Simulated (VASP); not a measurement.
# Te (P4_132) in VASP: a series of runs

Te is run at these levels: revPBE, BLYP; tasks: single point.

Program: VASP 6.6.1. These are calculated values, not measurements. Logs are shortened: lines on timing, memory, paths and dates and some standing lists are left out, and cuts for length are marked.

### Step 1. The cell of the first run

The structure is cubic, space group P4_132 (No. 213). Conventional cell: a = 5.223 Å, b = 5.223 Å, c = 5.223 Å, α = 90.00°, β = 90.00°, γ = 90.00°. Within 4.2 Å of Te (site symmetry 32) lie 6 Te at 3.20 Å.

### Step 2. Single point, revPBE

The input, INCAR:

```
ALGO = Normal
EDIFF = 1E-6
ENCUT = 520
GGA = RE
ISIF = 2
ISMEAR = -1
LASPH = True
LCHARG = False
LREAL = False
LWAVE = False
NBANDS = 20
NELM = 80
PREC = Accurate
SIGMA = 0.05
```

The input, KPOINTS:

```
k-points
0
Gamma
  4 4 4
```

The input, POSCAR:

```
Te
1.0
    5.2232600000      0.0000000000      0.0000000000
    0.0000000000      5.2232600000      0.0000000000
    0.0000000000      0.0000000000      5.2232600000
Te
4
Direct
    0.8750000000      0.1250000000      0.6250000000
    0.3750000000      0.3750000000      0.3750000000
    0.1250000000      0.6250000000      0.8750000000
    0.6250000000      0.8750000000      0.1250000000
```

Potentials or basis: VASP PAW PBE potentials, release 64 (Te).

Run with:

```sh
$ cat potpaw_PBE.64/Te/POTCAR > POTCAR
$ mpirun -np 1 vasp_std > vasp.out
```

OUTCAR:

```text
EDIFF = 1E-6
   ENCUT = 520
   GGA = RE
   ISIF = 2
   ISMEAR = -1
   LASPH = True
   LREAL = False
   NELM = 80
   PREC = Accurate

 ion  position               nearest neighbor table
   1  0.875  0.125  0.625-   4 3.20   4 3.20   2 3.20   3 3.20   3 3.20   2 3.20
   2  0.375  0.375  0.375-   3 3.20   3 3.20   4 3.20   1 3.20   4 3.20   1 3.20
   3  0.125  0.625  0.875-   2 3.20   2 3.20   4 3.20   1 3.20   1 3.20   4 3.20
   4  0.625  0.875  0.125-   1 3.20   1 3.20   3 3.20   2 3.20   2 3.20   3 3.20

  LATTYP: Found a simple cubic cell.
 ALAT       =     5.2232600000

  Lattice vectors:

 A1 = (   5.2232600000,   0.0000000000,   0.0000000000)
 A2 = (   0.0000000000,   5.2232600000,   0.0000000000)
 A3 = (   0.0000000000,   0.0000000000,   5.2232600000)

Analysis of symmetry for initial positions (statically):
=====================================================================
 Subroutine PRICEL returns:
 Original cell was already a primitive cell.

 Routine SETGRP: Setting up the symmetry group for a
 simple cubic supercell.

 Subroutine GETGRP returns: Found 24 space group operations
 (whereof  3 operations were pure point group operations)
 out of a pool of 48 trial point group operations.

The static configuration has the point symmetry C_3 .
 The point group associated with its full space group is O   .

Analysis of symmetry for dynamics (positions and initial velocities):
=====================================================================
 Subroutine PRICEL returns:
 Original cell was already a primitive cell.

 Routine SETGRP: Setting up the symmetry group for a
 simple cubic supercell.

 Subroutine GETGRP returns: Found 24 space group operations
 (whereof  3 operations were pure point group operations)
 out of a pool of 48 trial point group operations.

The dynamic configuration has the point symmetry C_3 .
 The point group associated with its full space group is O   .

 Subroutine INISYM returns: Found 24 space group operations
 (whereof  3 operations are pure point group operations),
 and found     1 'primitive' translations

----------------------------------------------------------------------------------------

                                     Primitive cell

  volume of cell :     142.5033

  direct lattice vectors                    reciprocal lattice vectors
     5.223260000  0.000000000  0.000000000     0.191451316  0.000000000  0.000000000
     0.000000000  5.223260000  0.000000000     0.000000000  0.191451316  0.000000000
     0.000000000  0.000000000  5.223260000     0.000000000  0.000000000  0.191451316

  length of vectors
     5.223260000  5.223260000  5.223260000     0.191451316  0.191451316  0.191451316

  position of ions in fractional coordinates (direct lattice)
     0.875000000  0.125000000  0.625000000
     0.375000000  0.375000000  0.375000000
     0.125000000  0.625000000  0.875000000
     0.625000000  0.875000000  0.125000000

  ion indices of the primitive-cell ions
   primitive index   ion index
                 1           1
                 2           2
                 3           3
                 4           4

----------------------------------------------------------------------------------------

 KPOINTS: k-points

Automatic generation of k-mesh.
 Grid dimensions read from file:
 generate k-points for:    4    4    4

 Generating k-lattice:

  Cartesian coordinates                     Fractional coordinates (reciprocal lattice)
     0.047862829  0.000000000  0.000000000     0.250000000  0.000000000  0.000000000
     0.000000000  0.047862829  0.000000000     0.000000000  0.250000000  0.000000000
     0.000000000  0.000000000  0.047862829     0.000000000  0.000000000  0.250000000

  Length of vectors
     0.047862829  0.047862829  0.047862829

  Shift w.r.t. Gamma in fractional coordinates (k-lattice)
     0.000000000  0.000000000  0.000000000

 Subroutine IBZKPT returns following result:
 ===========================================

 Found     10 irreducible k-points:

 Following reciprocal coordinates:
            Coordinates               Weight
  0.000000  0.000000  0.000000      1.000000
  0.250000  0.000000  0.000000      6.000000
  0.500000  0.000000  0.000000      3.000000
  0.250000  0.250000  0.000000     12.000000
  0.500000  0.250000  0.000000     12.000000
  0.500000  0.500000  0.000000      3.000000
  0.250000  0.250000  0.250000      8.000000
  0.500000  0.250000  0.250000     12.000000
  0.500000  0.500000  0.250000      6.000000
  0.500000  0.500000  0.500000      1.000000
   k-points           NKPTS =     10   k-points in BZ     NKDIM =     10   number of bands    NBANDS=     20
   number of dos      NEDOS =    301   number of ions     NIONS =      4
   total plane-waves  NPLWV =  64000
   dimension x,y,z NGX =    40 NGY =   40 NGZ =   40
   dimension x,y,z NGXF=    80 NGYF=   80 NGZF=   80
   ions per type =               4
   NGX,Y,Z   is equivalent  to a cutoff of  12.73, 12.73, 12.73 a.u.
   NGXF,Y,Z  is equivalent  to a cutoff of  25.46, 25.46, 25.46 a.u.
 SYSTEM =  unknown system
   PREC   = accura    normal or accurate (medium, high low for compatibility)
   ISTART =      0    job   : 0-new  1-cont  2-samecut
   ICHARG =      2    charge: 1-file 2-atom 10-const
   ISPIN  =      1    spin polarized calculation?
   LNONCOLLINEAR =      F non collinear calculations
   LSORBIT =      F    spin-orbit coupling
   LASPH  =      T    aspherical Exc in radial PAW
   ENCUT  =  520.0 eV  38.22 Ry    6.18 a.u.   9.71  9.71  9.71*2*pi/ulx,y,z
   NELM   =     80;   NELMIN=  2; NELMDL= -5     # of ELM steps
   EDIFF  = 0.1E-05   stopping-criterion for ELM
   LREAL  =      F    real-space projection
   EDIFFG = 0.1E-04   stopping-criterion for IOM
   NSW    =      0    number of steps for IOM
   IBRION =     -1    ionic relax: 0-MD 1-quasi-New 2-CG
   NFREE  =      0    steps in history (QN), initial steepest desc. (CG)
   ISIF   =      2    stress and relaxation
   ISYM   =      2    0-nonsym 1-usesym 2-fastsym
   POTIM  = 0.5000    time-step for ionic-motion
   TEBEG  =    0.0;   TEEND  =   0.0 temperature during run
   PSTRESS=    0.0 pullay stress
   NELECT =      24.0000    total number of electrons
   NUPDOWN=      -1.0000    fix difference up-down
   EMIN   =  10.00;   EMAX   =-10.00  energy-range for DOS
   EFERMI =   0.00;   METHOD = LEGACY
   ISMEAR =    -1;   SIGMA  =   0.05  broadening in eV -4-tet -1-fermi 0-gaus
   EFERMI_NEDOS =   21; number of points for ismear=-14 and -15
   IALGO  =     38    algorithm
   IMIX   =      4    mixing-type and parameters
     AMIX     =   0.40;   BMIX     =  1.00
     AMIX_MAG =   1.60;   BMIX_MAG =  1.00
  volume/ion in A,a.u.               =      35.63       240.41
  Fermi-wavevector in a.u.,A,eV,Ry     =   0.904073  1.708451 11.120700  0.817348
  Thomas-Fermi vector in A             =   2.027476
   LORBIT       =      0    0 simple, 1 ext, 2 COOP (PROOUT), +10 PAW based schemes
   GGA     = RE    functional components
   LHFCALC =     F    Hartree Fock is set to
   AEXX    =    0.0000 exact exchange contribution
   IVDW    =     0    specifies the selected vdW correction
   LEPSILON=     F    determine dielectric tensor
   LRPA    =     F    only Hartree local field effects (RPA)
 non-spin polarized calculation
  energy-cutoff  :      520.00
  volume of cell :      142.50
 maximum number of plane-waves:      3887
 NGX is ok and might be reduce to    40
   NGX = 19   NGY = 19   NGZ = 19

 number of electron      23.9999997 magnetization

 Free energy of the ion-electron system (eV)
  ---------------------------------------------------
  ext. energy  EPLUGINS =         0.00000000
  ---------------------------------------------------
  free energy    TOTEN  =       -10.39250201 eV

  energy without entropy =      -10.37536819  energy(sigma->0) =      -10.38393510

 E-fermi :   5.6206     XC(G=0):  -8.7183

 val. band max:        5.4158668754   @ k =   0.5000   0.2500   0.2500
 cond. band min:       5.6520281613   @ k =   0.2500   0.2500   0.0000
 fundamental gap:      0.2361612859
 Fermi energy:         5.6206259698

 k-point     1 :       0.0000    0.0000    0.0000
  band No.  band energies     occupation
      1      -7.8456      2.00000
      2      -4.8009      2.00000
      3      -4.8009      2.00000
      4      -4.8009      2.00000
      5       2.1311      2.00000
      6       2.1311      2.00000
[... 12 lines left out ...]
     19      11.8867      0.00000
     20      11.8890      0.00000

 k-point     2 :       0.2500    0.0000    0.0000
  band No.  band energies     occupation
      1      -7.5910      2.00000
      2      -5.8377      2.00000
      3      -4.6174      2.00000
      4      -4.1765      2.00000
      5       1.0030      2.00000
      6       1.5636      2.00000
[... 12 lines left out ...]
     19      11.1560      0.00000
     20      11.3132      0.00000

 k-point     3 :       0.5000    0.0000    0.0000
  band No.  band energies     occupation
      1      -6.8705      2.00000
      2      -6.8705      2.00000
      3      -4.2337      2.00000
      4      -4.2337      2.00000
      5       0.8530      2.00000
      6       0.8530      2.00000
[... 12 lines left out ...]
     19      11.7258      0.00000
     20      11.7258      0.00000

 k-point     4 :       0.2500    0.2500    0.0000
  band No.  band energies     occupation
      1      -7.3508      2.00000
      2      -5.9913      2.00000
      3      -4.8787      2.00000
      4      -4.1588      2.00000
      5       0.7226      2.00000
      6       1.5104      2.00000
[... 107 lines left out ...]
 k-point     9 :       0.5000    0.5000    0.2500
  band No.  band energies     occupation
      1      -6.2627      2.00000
      2      -6.2627      2.00000
      3      -5.1852      2.00000
      4      -5.1852      2.00000
      5       0.5939      2.00000
      6       0.5939      2.00000
[... 12 lines left out ...]
     19      11.2515      0.00000
     20      11.2515      0.00000

 k-point    10 :       0.5000    0.5000    0.5000
  band No.  band energies     occupation
      1      -5.7342      2.00000
      2      -5.7342      2.00000
      3      -5.7342      2.00000
      4      -5.7342      2.00000
      5       0.6995      2.00000
      6       0.6995      2.00000
[... 12 lines left out ...]
     19      11.9050      0.00000
     20      11.9050      0.00000

------------------------ aborting loop because EDIFF is reached ----------------------------------------

  FORCE on cell =-STRESS in cart. coord.  units (eV):
  Direction    XX          YY          ZZ          XY          YZ          ZX
  --------------------------------------------------------------------------------------
  -------------------------------------------------------------------------------------
  Total        0.8211116      0.8211116      0.8211116     -0.0000000     -0.0000000     -0.0000000
  in kB        9.2318304      9.2318304      9.2318304     -0.0000000     -0.0000000     -0.0000000
  external PRESSURE =       9.2318304 kB  Pullay stress =       0.0000000 kB

 VOLUME and BASIS-vectors are now :
 -----------------------------------------------------------------------------
  energy-cutoff  :      520.00
  volume of cell :      142.50
      direct lattice vectors                 reciprocal lattice vectors
     5.223260000  0.000000000  0.000000000     0.191451316  0.000000000  0.000000000
     0.000000000  5.223260000  0.000000000     0.000000000  0.191451316  0.000000000
     0.000000000  0.000000000  5.223260000     0.000000000  0.000000000  0.191451316

 POSITION                                       TOTAL-FORCE (eV/Angst)
 -----------------------------------------------------------------------------------
      4.57035      0.65291      3.26454        -0.000000      0.000000      0.000000
      1.95872      1.95872      1.95872         0.000000      0.000000      0.000000
      0.65291      3.26454      4.57035         0.000000     -0.000000      0.000000
      3.26454      4.57035      0.65291        -0.000000     -0.000000      0.000000
 -----------------------------------------------------------------------------------
    total drift:                               -0.000000      0.000000      0.000000

  FREE ENERGIE OF THE ION-ELECTRON SYSTEM (eV)
  ---------------------------------------------------
  free  energy   TOTEN  =       -10.3925020121 eV

  energy  without entropy=      -10.3753681916  energy(sigma->0) =      -10.38393510
```

Wall time 16 s (1 thread of AMD EPYC 9R45 (Zen 5), shared host); peak memory 0.2 GiB.

What came out:

* Free energy: -10.3925 eV
* Pressure: 0.9 GPa
* Band gap on the k mesh: zero (band 12 reaches 5.78 eV, above the bottom of band 13 at 5.65 eV)

Levels at points of the mesh, in eV from the Fermi level:
| k point | band 8 | band 9 | band 10 | band 11 | band 12 | band 13 | band 14 | band 15 | band 16 | band 17 |
| --- | --- | --- | --- | --- | --- | --- | --- | --- | --- | --- |
| (0.00, 0.00, 0.00) | -3.43 | -3.43 | -3.43 | -0.93 | -0.93 | 0.33 | 0.33 | 0.33 | 2.26 | 4.48 |
| (0.50, 0.00, 0.00) | -3.89 | -1.77 | -1.77 | -0.35 | -0.35 | 0.50 | 0.50 | 0.92 | 0.92 | 4.08 |
| (0.50, 0.50, 0.00) | -3.06 | -2.51 | -2.51 | -2.10 | -2.10 | 1.85 | 1.85 | 2.18 | 2.18 | 4.96 |
| (0.50, 0.50, 0.50) | -4.92 | 0.16 | 0.16 | 0.16 | 0.16 | 1.08 | 1.08 | 1.08 | 1.08 | 6.28 |

Caveat: the PAW data sets were made with another functional, which shifts forces and pressure a little; spin-orbit coupling is left out, which moves the levels of the heavy elements.

### Step 3. Single point, BLYP

The input, INCAR:

```
SYSTEM = Te
  AGGAC = 1.0
  AGGAX = 1.0
  ALDAC = 0.0
  ALDAX = 1.0
  ALGO = Normal
  EDIFF = 1E-6
  ENCUT = 520
  GGA = B5
  ISIF = 2
  ISMEAR = -1
  LASPH = .TRUE.
  LCHARG = .TRUE.
  LELF = .TRUE.
  LREAL = .FALSE.
  LVHAR = .TRUE.
  LWAVE = .FALSE.
  NBANDS = 20
  NELM = 100
  PREC = Accurate
  SIGMA = 0.05
```

The input, KPOINTS:

```
k-points
0
G
  4 4 4
  0 0 0
```

POSCAR is that of step 2.

Potentials or basis: VASP PAW PBE potentials, release 64 (Te).

Run with:

```sh
$ cat potpaw_PBE.64/Te/POTCAR > POTCAR
$ mpirun -np 1 vasp_std > vasp.out
```

OUTCAR:

```text
SYSTEM = Te
   EDIFF = 1E-6
   ENCUT = 520
   GGA = B5
   ISIF = 2
   ISMEAR = -1
   LASPH = .TRUE.
   LREAL = .FALSE.
   NELM = 100
   PREC = Accurate

 ion  position               nearest neighbor table
   1  0.875  0.125  0.625-   4 3.20   4 3.20   2 3.20   3 3.20   3 3.20   2 3.20
   2  0.375  0.375  0.375-   3 3.20   3 3.20   4 3.20   1 3.20   4 3.20   1 3.20
   3  0.125  0.625  0.875-   2 3.20   2 3.20   4 3.20   1 3.20   1 3.20   4 3.20
   4  0.625  0.875  0.125-   1 3.20   1 3.20   3 3.20   2 3.20   2 3.20   3 3.20

  LATTYP: Found a simple cubic cell.
 ALAT       =     5.2232600000

  Lattice vectors:

 A1 = (   5.2232600000,   0.0000000000,   0.0000000000)
 A2 = (   0.0000000000,   5.2232600000,   0.0000000000)
 A3 = (   0.0000000000,   0.0000000000,   5.2232600000)

Analysis of symmetry for initial positions (statically):
=====================================================================
 Subroutine PRICEL returns:
 Original cell was already a primitive cell.

 Routine SETGRP: Setting up the symmetry group for a
 simple cubic supercell.

 Subroutine GETGRP returns: Found 24 space group operations
 (whereof  3 operations were pure point group operations)
 out of a pool of 48 trial point group operations.

The static configuration has the point symmetry C_3 .
 The point group associated with its full space group is O   .

Analysis of symmetry for dynamics (positions and initial velocities):
=====================================================================
 Subroutine PRICEL returns:
 Original cell was already a primitive cell.

 Routine SETGRP: Setting up the symmetry group for a
 simple cubic supercell.

 Subroutine GETGRP returns: Found 24 space group operations
 (whereof  3 operations were pure point group operations)
 out of a pool of 48 trial point group operations.

The dynamic configuration has the point symmetry C_3 .
 The point group associated with its full space group is O   .

 Subroutine INISYM returns: Found 24 space group operations
 (whereof  3 operations are pure point group operations),
 and found     1 'primitive' translations

[... 104 lines left out ...]
  volume/ion in A,a.u.               =      35.63       240.41
  Fermi-wavevector in a.u.,A,eV,Ry     =   0.904073  1.708451 11.120700  0.817348
  Thomas-Fermi vector in A             =   2.027476
   LORBIT       =      0    0 simple, 1 ext, 2 COOP (PROOUT), +10 PAW based schemes
   GGA     = B5    functional components
   LHFCALC =     F    Hartree Fock is set to
   AEXX    =    0.0000 exact exchange contribution
   IVDW    =     0    specifies the selected vdW correction
   LEPSILON=     F    determine dielectric tensor
   LRPA    =     F    only Hartree local field effects (RPA)
 non-spin polarized calculation
  energy-cutoff  :      520.00
  volume of cell :      142.50
 maximum number of plane-waves:      3887
 NGX is ok and might be reduce to    40
   NGX = 19   NGY = 19   NGZ = 19

 number of electron      23.9999997 magnetization

 Free energy of the ion-electron system (eV)
  ---------------------------------------------------
  ext. energy  EPLUGINS =         0.00000000
  ---------------------------------------------------
  free energy    TOTEN  =        -9.13941858 eV

  energy without entropy =       -9.12180454  energy(sigma->0) =       -9.13061156

 E-fermi :   5.9667     XC(G=0):  -8.2196

 val. band max:        5.7676390975   @ k =   0.5000   0.2500   0.2500
 cond. band min:       5.9979240258   @ k =   0.2500   0.2500   0.0000
 fundamental gap:      0.2302849283
 Fermi energy:         5.9666579002

 k-point     1 :       0.0000    0.0000    0.0000
  band No.  band energies     occupation
      1      -7.4971      2.00000
      2      -4.4965      2.00000
      3      -4.4965      2.00000
      4      -4.4965      2.00000
      5       2.5179      2.00000
      6       2.5179      2.00000
[... 219 lines left out ...]
     19      12.4090      0.00000
     20      12.4090      0.00000

------------------------ aborting loop because EDIFF is reached ----------------------------------------

  FORCE on cell =-STRESS in cart. coord.  units (eV):
  Direction    XX          YY          ZZ          XY          YZ          ZX
  --------------------------------------------------------------------------------------
  -------------------------------------------------------------------------------------
  Total        3.3818368      3.3818368      3.3818368      0.0000000      0.0000000      0.0000000
  in kB       38.0222922     38.0222922     38.0222922      0.0000000      0.0000000      0.0000000
  external PRESSURE =      38.0222922 kB  Pullay stress =       0.0000000 kB

 VOLUME and BASIS-vectors are now :
 -----------------------------------------------------------------------------
  energy-cutoff  :      520.00
  volume of cell :      142.50
      direct lattice vectors                 reciprocal lattice vectors
     5.223260000  0.000000000  0.000000000     0.191451316  0.000000000  0.000000000
     0.000000000  5.223260000  0.000000000     0.000000000  0.191451316  0.000000000
     0.000000000  0.000000000  5.223260000     0.000000000  0.000000000  0.191451316

 POSITION                                       TOTAL-FORCE (eV/Angst)
 -----------------------------------------------------------------------------------
      4.57035      0.65291      3.26454        -0.000000     -0.000000      0.000000
      1.95872      1.95872      1.95872         0.000000      0.000000      0.000000
      0.65291      3.26454      4.57035        -0.000000     -0.000000      0.000000
      3.26454      4.57035      0.65291        -0.000000     -0.000000      0.000000
 -----------------------------------------------------------------------------------
    total drift:                               -0.000000      0.000000      0.000000

  FREE ENERGIE OF THE ION-ELECTRON SYSTEM (eV)
  ---------------------------------------------------
  free  energy   TOTEN  =        -9.1394185830 eV

  energy  without entropy=       -9.1218045434  energy(sigma->0) =       -9.13061156
```

It took 37 s on 1 thread of AMD EPYC 9R45 (Zen 5), shared host; peak memory 0.2 GiB.

What came out:

```
Free energy            : -9.1394 eV
Pressure               : 3.8 GPa
Band gap on the k mesh : zero (band 12 reaches 6.11 eV, above the bottom of band 13 at 6.00 eV)
```

Caveat: the PAW data sets were made with another functional, which shifts forces and pressure a little; spin-orbit coupling is left out, which moves the levels of the heavy elements.
